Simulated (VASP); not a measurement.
# W (Im-3m) in VASP: further runs

Runs on W. Level: PBE. Tasks: relaxation of cell and atoms.

All numbers are computed with VASP 6.6.1; they aren't measurements. Logs are shortened: lines on timing, memory, paths and dates and some standing lists are left out, and cuts for length are marked.

### Step 1. The cell of the first run

The structure is cubic, space group Im-3m (No. 229). The conventional cell has a = 3.165 Å, b = 3.165 Å, c = 3.165 Å, α = 90.00°, β = 90.00°, γ = 90.00°. W (site symmetry m-3m) has 14 W at 2.74 to 3.16 Å within 3.6 Å.

### Step 2. Relaxation of cell and atoms, PBE, target pressure 10 GPa, at which the enthalpy is minimised

File INCAR:

```
ALGO = Normal ; EDIFF = 1E-7
EDIFFG = -0.01 ; ENCUT = 500
GGA = PE ; GGA_COMPAT = F
IBRION = 2 ; ISIF = 3
ISMEAR = -1 ; LASPH = T
LCHARG = F ; LREAL = F
LWAVE = F ; NELM = 120
NELMIN = 4 ; NSW = 100
PREC = Accurate ; PSTRESS = 100.0
SIGMA = 0.05
```

File KPOINTS:

```
k-points
0
Gamma
  13 13 13
```

File POSCAR:

```
W
1.0
   -1.5823450000      1.5823450000      1.5823450000
    1.5823450000     -1.5823450000      1.5823450000
    1.5823450000      1.5823450000     -1.5823450000
W
1
Direct
    0.0000000000      0.0000000000      0.0000000000
```

Potentials or basis: VASP PAW PBE potentials, release 64 (W_sv).

Launch:

```
cat potpaw_PBE.64/W_sv/POTCAR > POTCAR
mpirun -np 1 vasp_std > vasp.out
```

OUTCAR:

```text
EDIFF = 1E-7
   EDIFFG = -0.01
   ENCUT = 500
   GGA = PE
   IBRION = 2
   ISIF = 3
   ISMEAR = -1
   LASPH = T
   LREAL = F
   NELM = 120
   NELMIN = 4
   NSW = 100
   PREC = Accurate
   PSTRESS = 100.0

 ion  position               nearest neighbor table
   1  0.000  0.000  0.000-

  LATTYP: Found a body centered cubic cell.
 ALAT       =     3.1646900000

  Lattice vectors:

 A1 = (  -1.5823450000,   1.5823450000,   1.5823450000)
 A2 = (   1.5823450000,  -1.5823450000,   1.5823450000)
 A3 = (   1.5823450000,   1.5823450000,  -1.5823450000)

Analysis of symmetry for initial positions (statically):
=====================================================================
 Subroutine PRICEL returns:
 Original cell was already a primitive cell.

 Routine SETGRP: Setting up the symmetry group for a
 body centered cubic supercell.

 Subroutine GETGRP returns: Found 48 space group operations
 (whereof 48 operations were pure point group operations)
 out of a pool of 48 trial point group operations.

The static configuration has the point symmetry O_h .

Analysis of symmetry for dynamics (positions and initial velocities):
=====================================================================
 Subroutine PRICEL returns:
 Original cell was already a primitive cell.

 Routine SETGRP: Setting up the symmetry group for a
 body centered cubic supercell.

 Subroutine GETGRP returns: Found 48 space group operations
 (whereof 48 operations were pure point group operations)
 out of a pool of 48 trial point group operations.

The dynamic configuration has the point symmetry O_h .

 Subroutine INISYM returns: Found 48 space group operations
 (whereof 48 operations are pure point group operations),
 and found     1 'primitive' translations

----------------------------------------------------------------------------------------

                                     Primitive cell

  volume of cell :      15.8476

  direct lattice vectors                    reciprocal lattice vectors
    -1.582345000  1.582345000  1.582345000     0.000000000  0.315986716  0.315986716
     1.582345000 -1.582345000  1.582345000     0.315986716  0.000000000  0.315986716
     1.582345000  1.582345000 -1.582345000     0.315986716  0.315986716  0.000000000

  length of vectors
     2.740701935  2.740701935  2.740701935     0.446872699  0.446872699  0.446872699

  position of ions in fractional coordinates (direct lattice)
     0.000000000  0.000000000  0.000000000

  ion indices of the primitive-cell ions
   primitive index   ion index
                 1           1

----------------------------------------------------------------------------------------

 KPOINTS: k-points

Automatic generation of k-mesh.
 Grid dimensions read from file:
 generate k-points for:   13   13   13

 Generating k-lattice:

  Cartesian coordinates                     Fractional coordinates (reciprocal lattice)
     0.000000000  0.024306670  0.024306670     0.076923077  0.000000000  0.000000000
     0.024306670  0.000000000  0.024306670     0.000000000  0.076923077  0.000000000
     0.024306670  0.024306670  0.000000000     0.000000000  0.000000000  0.076923077

  Length of vectors
     0.034374823  0.034374823  0.034374823

  Shift w.r.t. Gamma in fractional coordinates (k-lattice)
     0.000000000  0.000000000  0.000000000

 Subroutine IBZKPT returns following result:
 ===========================================

 Found     84 irreducible k-points:

 Following reciprocal coordinates:
            Coordinates               Weight
  0.000000  0.000000  0.000000      1.000000
  0.076923  0.000000  0.000000     12.000000
  0.153846  0.000000  0.000000     12.000000
  0.230769  0.000000  0.000000     12.000000
  0.307692  0.000000  0.000000     12.000000
  0.384615  0.000000  0.000000     12.000000
[... 16 lines left out ...]
  0.153846  0.076923  0.076923     24.000000
  0.230769  0.076923  0.076923     24.000000
 [... further k-points ...]
   k-points           NKPTS =     84   k-points in BZ     NKDIM =     84   number of bands    NBANDS=     11
   number of dos      NEDOS =    301   number of ions     NIONS =      1
   total plane-waves  NPLWV =   8000
   dimension x,y,z NGX =    20 NGY =   20 NGZ =   20
   dimension x,y,z NGXF=    40 NGYF=   40 NGZF=   40
   ions per type =               1
   NGX,Y,Z   is equivalent  to a cutoff of  12.13, 12.13, 12.13 a.u.
   NGXF,Y,Z  is equivalent  to a cutoff of  24.26, 24.26, 24.26 a.u.
 SYSTEM =  unknown system
   PREC   = accura    normal or accurate (medium, high low for compatibility)
   ISTART =      0    job   : 0-new  1-cont  2-samecut
   ICHARG =      2    charge: 1-file 2-atom 10-const
   ISPIN  =      1    spin polarized calculation?
   LNONCOLLINEAR =      F non collinear calculations
   LSORBIT =      F    spin-orbit coupling
   LASPH  =      T    aspherical Exc in radial PAW
   ENCUT  =  500.0 eV  36.75 Ry    6.06 a.u.   5.00  5.00  5.00*2*pi/ulx,y,z
   NELM   =    120;   NELMIN=  4; NELMDL= -5     # of ELM steps
   EDIFF  = 0.1E-06   stopping-criterion for ELM
   LREAL  =      F    real-space projection
   EDIFFG = -.1E-01   stopping-criterion for IOM
   NSW    =    100    number of steps for IOM
   IBRION =      2    ionic relax: 0-MD 1-quasi-New 2-CG
   NFREE  =      1    steps in history (QN), initial steepest desc. (CG)
   ISIF   =      3    stress and relaxation
   ISYM   =      2    0-nonsym 1-usesym 2-fastsym
   POTIM  = 0.5000    time-step for ionic-motion
   TEBEG  =    0.0;   TEEND  =   0.0 temperature during run
   PSTRESS=  100.0 pullay stress
   NELECT =      14.0000    total number of electrons
   NUPDOWN=      -1.0000    fix difference up-down
   EMIN   =  10.00;   EMAX   =-10.00  energy-range for DOS
   EFERMI =   0.00;   METHOD = LEGACY
   ISMEAR =    -1;   SIGMA  =   0.05  broadening in eV -4-tet -1-fermi 0-gaus
   EFERMI_NEDOS =   21; number of points for ismear=-14 and -15
   IALGO  =     38    algorithm
   IMIX   =      4    mixing-type and parameters
     AMIX     =   0.40;   BMIX     =  1.00
     AMIX_MAG =   1.60;   BMIX_MAG =  1.00
  volume/ion in A,a.u.               =      15.85       106.94
  Fermi-wavevector in a.u.,A,eV,Ry     =   1.570832  2.968442 33.572544  2.467512
  Thomas-Fermi vector in A             =   2.672506
   LORBIT       =      0    0 simple, 1 ext, 2 COOP (PROOUT), +10 PAW based schemes
   GGA     = PE    functional components
   LHFCALC =     F    Hartree Fock is set to
   AEXX    =    0.0000 exact exchange contribution
   IVDW    =     0    specifies the selected vdW correction
   LEPSILON=     F    determine dielectric tensor
   LRPA    =     F    only Hartree local field effects (RPA)
 conjugate gradient relaxation of ions
 non-spin polarized calculation
  energy-cutoff  :      500.00
  volume of cell :       15.85
 maximum number of plane-waves:       415
   NGX =  9   NGY =  9   NGZ =  9

--------------------------------------- Ionic step        1  -------------------------------------------

 number of electron      14.0000004 magnetization

 Free energy of the ion-electron system (eV)
  ---------------------------------------------------
  ext. energy  EPLUGINS =         0.00000000
  ---------------------------------------------------
  free energy    TOTEN  =       -12.96327405 eV

  energy without entropy =      -12.96153180  energy(sigma->0) =      -12.96240292

------------------------ aborting loop because EDIFF is reached ----------------------------------------

  FORCE on cell =-STRESS in cart. coord.  units (eV):
  Direction    XX          YY          ZZ          XY          YZ          ZX
  --------------------------------------------------------------------------------------
  -------------------------------------------------------------------------------------
  Total        0.5875395      0.5875395      0.5875395      0.0000000     -0.0000000      0.0000000
  in kB       59.3996810     59.3996810     59.3996810      0.0000000     -0.0000000      0.0000000
  external PRESSURE =     -40.6003190 kB  Pullay stress =     100.0000000 kB
[... 59 lines left out ...]
  enthalpy is  TOTEN    =       -11.9378602215 eV   P V=        0.9327462164

--------------------------------------- Ionic step        3  -------------------------------------------

 number of electron      14.0000005 magnetization

 Free energy of the ion-electron system (eV)
  ---------------------------------------------------
  ext. energy  EPLUGINS =         0.00000000
  ---------------------------------------------------
  free energy    TOTEN  =       -12.95419920 eV

  energy without entropy =      -12.95254571  energy(sigma->0) =      -12.95337245

 E-fermi :  11.6711     XC(G=0): -13.7081

 val. band max:       11.5004170187   @ k =  -0.3077   0.3077   0.2308
 cond. band min:      11.6802292840   @ k =  -0.4615   0.4615   0.2308
 fundamental gap:      0.1798122654
 Fermi energy:        11.6710762471

 k-point     1 :       0.0000    0.0000    0.0000
  band No.  band energies     occupation
      1     -62.5466      2.00000
      2     -26.0907      2.00000
      3     -26.0907      2.00000
      4     -26.0907      2.00000
      5       1.9139      2.00000
      6      10.3705      2.00000
      7      10.3705      2.00000
      8      10.3705      2.00000
      9      13.9093      0.00000
     10      13.9093      0.00000
     11      26.1612      0.00000
[... 309 lines left out ...]
 k-point    24 :       0.2308    0.0769    0.0769
  band No.  band energies     occupation
      1     -62.4444      2.00000
      2     -27.0517      2.00000
      3     -26.3864      2.00000
      4     -26.1650      2.00000
      5       5.5428      2.00000
      6       8.4949      2.00000
      7       9.1895      2.00000
      8      13.6769      0.00000
      9      14.3289      0.00000
     10      15.6840      0.00000
     11      26.0455      0.00000

 [... further k-points ...]

------------------------ aborting loop because EDIFF is reached ----------------------------------------

  FORCE on cell =-STRESS in cart. coord.  units (eV):
  Direction    XX          YY          ZZ          XY          YZ          ZX
  --------------------------------------------------------------------------------------
  -------------------------------------------------------------------------------------
  Total        0.9695895      0.9695895      0.9695895      0.0000000      0.0000000      0.0000000
  in kB       99.1765602     99.1765602     99.1765602      0.0000000      0.0000000      0.0000000
  external PRESSURE =      -0.8234398 kB  Pullay stress =     100.0000000 kB
[... 16 lines left out ...]
  FREE ENERGIE OF THE ION-ELECTRON SYSTEM (eV)
  ---------------------------------------------------
  free  energy   TOTEN  =       -12.9541991985 eV

  energy  without entropy=      -12.9525457111  energy(sigma->0) =      -12.95337245

  enthalpy is  TOTEN    =       -11.9765594194 eV   P V=        0.9776397791

 reached required accuracy - stopping structural energy minimisation
```

It took 12 s on 1 thread of Intel Xeon 6975P-C (Granite Rapids), shared host; peak memory 0.14 GiB.

Results:

| Property | Result |
| --- | --- |
| Free energy | -12.9542 eV |
| Relaxed volume | 15.66 Å³/atom |
| Relaxed cell | a = 2.730 Å, b = 2.730 Å, c = 2.730 Å, α = 109.47°, β = 109.47°, γ = 109.47° |
| Space group after relaxing (to 0.1 Å) | Im-3m (No. 229) |
| Energy change on relaxing (the run minimises the enthalpy) | +9.1 meV/atom |
| Ionic steps | 3 |
| Pressure after relaxing | 9.9 GPa |
| Band gap on the k mesh | zero (bands 7 and 8 overlap by 5.83 eV) |

The path:
```
step  energy change (eV)  largest force (eV/Å)  pressure (GPa)  volume (Å³)
   1              0.0000                0.0000            5.94        15.85
   2              0.0927                0.0000           28.08        14.94
   3              0.0091                0.0000            9.92        15.66
```

Final structure:
```
W
1.0
    -1.57619    1.57619    1.57619
     1.57619   -1.57619    1.57619
     1.57619    1.57619   -1.57619
W
1
Cartesian
  0.0000 0.0000 0.0000
```

Caveat: the cell is relaxed towards a set pressure, so the run minimises the enthalpy, not the energy; spin-orbit coupling is left out, which moves the levels of the heavy elements.

### Step 3. Relaxation of cell and atoms, PBE, target pressure 20 GPa, at which the enthalpy is minimised

File INCAR:

```
SYSTEM = W
PREC = Accurate ; ENCUT = 500
EDIFF = 1E-7 ; ISMEAR = -1
SIGMA = 0.05 ; LREAL = .False.
LASPH = .True. ; NELM = 120
ALGO = Normal ; ISIF = 3
LWAVE = .False. ; LCHARG = .False.
GGA = PE ; IBRION = 2
NSW = 100 ; EDIFFG = -0.01
PSTRESS = 200.0 ; GGA_COMPAT = .False.
NELMIN = 4
```

File KPOINTS:

```
regular mesh
0
Gamma
  13 13 13
  0 0 0
```

POSCAR is that of step 2.

Potentials or basis: VASP PAW PBE potentials, release 64 (W_sv).

Launch:

```
cat potpaw_PBE.64/W_sv/POTCAR > POTCAR
mpirun -np 1 vasp_std > vasp.out
```

It took 16 s on 1 thread of Intel Xeon 6975P-C (Granite Rapids), shared host; peak memory 0.14 GiB.

The run converged. Its results:

* Free energy: -12.9148 eV
* Relaxed volume: 15.24 Å³/atom
* Relaxed cell: a = 2.705 Å, b = 2.705 Å, c = 2.705 Å, α = 109.47°, β = 109.47°, γ = 109.47°
* Space group after relaxing (to 0.1 Å): Im-3m (No. 229)
* Energy change on relaxing (the run minimises the enthalpy): +48.5 meV/atom
* Ionic steps: 5
* Pressure after relaxing: 20.1 GPa
* Band gap on the k mesh: zero (bands 7 and 8 overlap by 6.06 eV)

Step by step:
| step | energy change (eV) | largest force (eV/Å) | pressure (GPa) | volume (Å³) |
| --- | --- | --- | --- | --- |
| 1 | 0.0000 | 0.0000 | 5.94 | 15.85 |
| 2 | 0.9387 | 0.0000 | 111.56 | 12.87 |
| 3 | 0.0418 | 0.0000 | 18.67 | 15.29 |
| 4 | 0.0470 | 0.0000 | 19.80 | 15.25 |
| 5 | 0.0485 | 0.0000 | 20.10 | 15.24 |

Final structure:
```xyz
1
Lattice="-1.5618 1.5618 1.5618 1.5618 -1.5618 1.5618 1.5618 1.5618 -1.5618" Properties=species:S:1:pos:R:3 pbc="T T T"
W     0.0000    0.0000    0.0000
```

Levels at points of the mesh, in eV from the Fermi level:
| k point | band 5 | band 6 | band 7 | band 8 | band 9 | band 10 |
| --- | --- | --- | --- | --- | --- | --- |
| (0.00, 0.00, 0.00) | -9.91 | -1.35 | -1.35 | -1.35 | 2.30 | 2.30 |

Caveat: the cell is relaxed towards a set pressure, so the run minimises the enthalpy, not the energy; spin-orbit coupling is left out, which moves the levels of the heavy elements.
